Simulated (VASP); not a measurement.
# TaAgO2 (R-3m) in VASP: single point with PBE+U

Aim: the single point of TaAgO2 with PBE+U.

All numbers are computed with VASP 6.6.1; they aren't measurements. Logs are shortened: lines on timing, memory, paths and dates and some standing lists are left out, and cuts for length are marked.

## Step 1: The cell of the first run

The structure is trigonal, space group R-3m (No. 166). The conventional cell has a = 3.156 Å, b = 3.156 Å, c = 17.184 Å, α = 90.00°, β = 90.00°, γ = 120.00°. Within 3.3 Å of Ag (site symmetry -3m) lie 6 O at 2.50 Å and 6 Ag at 3.16 Å. Within 2.8 Å of Ta (site symmetry -3m) lie 6 O at 2.15 Å. O (site symmetry 3m) has 3 Ta at 2.15 Å and 3 Ag at 2.50 Å within 2.8 Å.

## Step 2: Single point, PBE+U, collinear spin, ferromagnetic start

File INCAR:

```
ALGO = Normal ; EDIFF = 1E-6
ENCUT = 520 ; GGA = PE
ISIF = 2 ; ISMEAR = 0
ISPIN = 2 ; LASPH = True
LCHARG = True ; LDAU = True
LDAUJ = 0 0.9 0 ; LDAUL = -1 2 -1
LDAUPRINT = 1 ; LDAUTYPE = 1
LDAUU = 0 4 0 ; LELF = True
LMAXMIX = 4 ; LORBIT = 11
LREAL = False ; LVHAR = True
LWAVE = False ; MAGMOM = 0 2 0 0
NBANDS = 29 ; NELM = 150
PREC = Accurate ; SIGMA = 0.05
```

File KPOINTS:

```
k-points
0
Gamma
  7 7 7
```

File POSCAR:

```
TaAgO2
1.0
    1.5777910100      0.9109380700      5.7279834600
   -1.5777910100      0.9109380700      5.7279834600
    0.0000000000     -1.8218761300      5.7279834600
Ag Ta O
1 1 2
Direct
    0.5000000000      0.5000000000      0.5000000000
    0.0000000000      0.0000000000      0.0000000000
    0.2667000000      0.2667000000      0.2667000000
    0.7333000000      0.7333000000      0.7333000000
```

Potentials or basis: VASP PAW PBE potentials, release 64 (Ag, Ta_pv, O).

The run is started by

```sh
$ cat potpaw_PBE.64/Ag/POTCAR potpaw_PBE.64/Ta_pv/POTCAR potpaw_PBE.64/O/POTCAR > POTCAR
$ mpirun -np 1 vasp_std > vasp.out
```

OUTCAR:

```text
EDIFF = 1E-6
   ENCUT = 520
   GGA = PE
   ISIF = 2
   ISMEAR = 0
   ISPIN = 2
   LASPH = True
   LORBIT = 11
   LREAL = False
   NELM = 150
   PREC = Accurate

 ion  position               nearest neighbor table
   1  0.500  0.500  0.500-   3 2.50   3 2.50   4 2.50   4 2.50   3 2.50   4 2.50   2 3.39   2 3.39
                             2 3.39   2 3.39   2 3.39   2 3.39
   2  0.000  0.000  0.000-   4 2.15   4 2.15   3 2.15   3 2.15   4 2.15   3 2.15   1 3.39   1 3.39
                             1 3.39   1 3.39   1 3.39   1 3.39
   3  0.267  0.267  0.267-   2 2.15   2 2.15   2 2.15   1 2.50   1 2.50   1 2.50
   4  0.733  0.733  0.733-   2 2.15   2 2.15   2 2.15   1 2.50   1 2.50   1 2.50

  LATTYP: Found a trigonal (rhomboedric) cell.
 ALAT       =     6.0107426460
 COS(alpha) =     0.8621925539

  Lattice vectors:

 A1 = (   1.5777910100,   0.9109380700,   5.7279834600)
 A2 = (  -1.5777910100,   0.9109380700,   5.7279834600)
 A3 = (   0.0000000000,  -1.8218761300,   5.7279834600)

Analysis of symmetry for initial positions (statically):
=====================================================================
 Subroutine PRICEL returns:
 Original cell was already a primitive cell.

 Routine SETGRP: Setting up the symmetry group for a
 trigonal (rhombohedral) supercell.

 Subroutine GETGRP returns: Found 12 space group operations
 (whereof 12 operations were pure point group operations)
 out of a pool of 12 trial point group operations.

The static configuration has the point symmetry D_3d.

Analysis of symmetry for dynamics (positions and initial velocities):
=====================================================================
 Subroutine PRICEL returns:
 Original cell was already a primitive cell.

[... 189 lines left out ...]

  o =  0.1535  v =  0.0000  0.0000 -1.0000  0.0000  0.0000  0.0000  0.0000  0.0000  0.0000  0.0000      0.0000  0.0000  0.0000  0.0000  0.0000  0.0000  0.0000  0.0000  0.0000  0.0000
  o =  0.1990  v =  0.0000  0.0000  0.0000  0.0000  0.0000  0.7525 -0.0000 -0.0000 -0.6586  0.0000      0.0000  0.0000  0.0000  0.0000  0.0000  0.0000  0.0000  0.0000  0.0000  0.0000
  o =  0.1990  v =  0.0000  0.0000  0.0000  0.0000  0.0000  0.0000  0.6586  0.0000 -0.0000 -0.7525      0.0000  0.0000  0.0000  0.0000  0.0000  0.0000  0.0000  0.0000  0.0000  0.0000
  o =  0.2002  v = -0.7749  0.0000 -0.0000 -0.6321 -0.0000  0.0000  0.0000  0.0000  0.0000  0.0000      0.0000  0.0000  0.0000  0.0000  0.0000  0.0000  0.0000  0.0000  0.0000  0.0000
  o =  0.2002  v =  0.0000 -0.6321 -0.0000  0.0000 -0.7749  0.0000  0.0000  0.0000  0.0000  0.0000      0.0000  0.0000  0.0000  0.0000  0.0000  0.0000  0.0000  0.0000  0.0000  0.0000
  o =  0.2023  v =  0.0000  0.0000  0.0000  0.0000  0.0000  0.6586  0.0000 -0.0000  0.7525  0.0000      0.0000  0.0000  0.0000  0.0000  0.0000  0.0000  0.0000  0.0000  0.0000  0.0000
  o =  0.2023  v =  0.0000  0.0000  0.0000  0.0000  0.0000  0.0000 -0.7525  0.0000  0.0000 -0.6586      0.0000  0.0000  0.0000  0.0000  0.0000  0.0000  0.0000  0.0000  0.0000  0.0000
  o =  0.2048  v =  0.0000  0.0000  0.0000  0.0000  0.0000  0.0000 -0.0000 -1.0000  0.0000 -0.0000      0.0000  0.0000  0.0000  0.0000  0.0000  0.0000  0.0000  0.0000  0.0000  0.0000
  o =  0.3046  v =  0.6321  0.0000 -0.0000 -0.7749 -0.0000  0.0000  0.0000  0.0000  0.0000  0.0000      0.0000  0.0000  0.0000  0.0000  0.0000  0.0000  0.0000  0.0000  0.0000  0.0000
  o =  0.3046  v =  0.0000 -0.7749  0.0000  0.0000  0.6321  0.0000  0.0000  0.0000  0.0000  0.0000      0.0000  0.0000  0.0000  0.0000  0.0000  0.0000  0.0000  0.0000  0.0000  0.0000

 number of electron      33.9999999 magnetization       0.1904983

 Free energy of the ion-electron system (eV)
  ---------------------------------------------------
  ext. energy  EPLUGINS =         0.00000000
  ---------------------------------------------------
  free energy    TOTEN  =       -26.32716607 eV

  energy without entropy =      -26.32564769  energy(sigma->0) =      -26.32640688

 E-fermi :   7.9982     XC(G=0): -12.1944

 val. band max:        7.9838469988   @ k =   0.2857   0.1429   0.0000
 cond. band min:       8.0287716681   @ k =   0.4286   0.4286   0.2857
 fundamental gap:      0.0449246693
 Fermi energy:         7.9982356571

 spin component 1

 k-point     1 :       0.0000    0.0000    0.0000
  band No.  band energies     occupation
      1     -29.2438      1.00000
      2     -28.9800      1.00000
      3     -28.9800      1.00000
      4     -13.5929      1.00000
      5     -12.1769      1.00000
      6      -1.1603      1.00000
[... 1529 lines left out ...]
     28      20.2184      0.00000
     29      21.4778      0.00000

 [... further k-points ...]
[... 5 lines left out ...]
  --------------------------------------------------------------------------------------
  -------------------------------------------------------------------------------------
  Total        0.7521478      0.7521478      7.8656360      0.0000000      0.0000000      0.0000000
  in kB       24.3962127     24.3962128    255.1250428      0.0000000      0.0000001      0.0000000
  external PRESSURE =     101.3058227 kB  Pullay stress =       0.0000000 kB

 VOLUME and BASIS-vectors are now :
 -----------------------------------------------------------------------------
  energy-cutoff  :      520.00
  volume of cell :       49.40
      direct lattice vectors                 reciprocal lattice vectors
     1.577791010  0.910938070  5.727983460     0.316898751  0.182961579  0.058193836
    -1.577791010  0.910938070  5.727983460    -0.316898751  0.182961579  0.058193836
     0.000000000 -1.821876130  5.727983460     0.000000000 -0.365923157  0.058193837

 POSITION                                       TOTAL-FORCE (eV/Angst)
 -----------------------------------------------------------------------------------
      0.00000      0.00000      8.59198         0.000000     -0.000000      0.000000
      0.00000      0.00000      0.00000         0.000000     -0.000000      0.000000
      0.00000      0.00000      4.58296         0.000000      0.000000      0.705791
      0.00000      0.00000     12.60099         0.000000     -0.000000     -0.705791
 -----------------------------------------------------------------------------------
    total drift:                                0.000000      0.000000     -0.000000

  FREE ENERGIE OF THE ION-ELECTRON SYSTEM (eV)
  ---------------------------------------------------
  free  energy   TOTEN  =       -26.3271660663 eV

  energy  without entropy=      -26.3256476926  energy(sigma->0) =      -26.32640688

 total charge

# of ion       s       p       d       tot
------------------------------------------
    1        0.295   0.159   9.347   9.800
    2        0.297   6.206   2.128   8.631
    3        1.583   3.437   0.000   5.019
    4        1.583   3.437   0.000   5.019
--------------------------------------------------
tot          3.757  13.238  11.475  28.470

 magnetization (x)

# of ion       s       p       d       tot
------------------------------------------
    1       -0.008  -0.002  -0.000  -0.010
    2        0.002   0.001   0.154   0.157
    3       -0.001   0.006   0.000   0.005
    4       -0.001   0.006   0.000   0.005
--------------------------------------------------
tot         -0.007   0.010   0.154   0.157
```

Run time: 7.2 min. Hardware: 1 thread of AMD EPYC 7R13 (Zen 3), shared host; peak memory 0.43 GiB.

Results:

| Item | Value |
| --- | --- |
| Free energy | -26.3272 eV |
| Pressure | 10.1 GPa |
| Largest force | 0.706 eV/Å |
| Net moment | 0.19 μB per cell |
| Site moments | Ag -0.01; Ta +0.16; O +0.01 μB |
| Valence electrons inside the program's atomic spheres | Ag 9.80; Ta 8.63; O 5.02 |

Forces on the atoms (eV/Å):
```
Ag   0.000  0.000  0.000
Ta   0.000  0.000  0.000
O    0.000  0.000  0.706
O    0.000  0.000 -0.706
```

Stress tensor (GPa, compression positive):
```
 2.44  0.00  0.00
 0.00  2.44  0.00
 0.00  0.00 25.51
```

Levels at points of the mesh, in eV from the Fermi level:
Spin up:
```csv
k point,band 13,band 14,band 15,band 16,band 17,band 18,band 19,band 20,band 21,band 22
"(0.00, 0.00, 0.00)",-4.42,-4.42,-3.79,-3.79,-2.05,-0.23,-0.23,1.15,3.52,4.50
```
Spin down:
| k point | band 15 | band 16 | band 17 | band 18 | band 19 | band 20 |
| --- | --- | --- | --- | --- | --- | --- |
| (0.00, 0.00, 0.00) | -3.79 | -3.79 | -2.02 | 0.37 | 0.37 | 0.95 |

Eigenvalues of the final occupation matrices:
| site | spin | trace | eigenvalues |
| --- | --- | --- | --- |
| site 2 d | 1 | 1.16 | 0.15 0.20 0.20 0.30 0.30 |
| site 2 d | 2 | 1.01 | 0.20 0.20 0.20 0.20 0.20 |

Caveat: spin-orbit coupling is left out, which moves the levels of the heavy elements.
